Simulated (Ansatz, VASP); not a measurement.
SiNi in VASP and in Ansatz

```xyz
4
Lattice="3.0266 0.0000 0.0000 0.0000 3.2735 0.0000 0.0000 0.0000 4.6978" Properties=species:S:1:pos:R:3 pbc="T T T"
Si    1.5133    1.6367    3.9569
Si    0.0000    0.0000    0.7408
Ni    1.5133    1.6367    1.6171
Ni    0.0000    0.0000    3.0807
```

Alike in both runs: task single point; functional PBE; k mesh 4 × 4 × 4; occupations gaussian, width 0.1 eV; no spin polarisation.

```csv
,VASP,Ansatz
version,VASP 6.6.1,Ansatz 0.2.0
potentials or method,"VASP PAW PBE potentials, release 64 (Si, Ni), cutoff 520 eV","scalar-relativistic, plane waves, PAW"
valence electrons in the cell,28,44
```

Ansatz gave:

- gap on the k mesh at the Fermi level (eV): none
- pressure (GPa): 1.0
- traceless stress, the component that is largest in VASP (GPa): 2.44
- rms of the force components (eV/Å): 0.073

Task: Which values does VASP return?

Result: gap on the k mesh at the Fermi level (eV): none; pressure (GPa): 1.1; traceless stress, the component that is largest in VASP (GPa): 2.67; rms of the force components (eV/Å): 0.076.

Atom by atom the forces differ by 0.008 eV/Å (rms over components). A gap of «none» marks a metal or a gap that the smearing closes. The functional is the same, so the differences come from potentials, cutoffs and numerics. VASP's potentials hold 28 valence electrons a cell and Ansatz's 44, so a difference there can come from the potentials and not from the codes.

The k mesh is coarse, so the values compare programs but aren't converged.
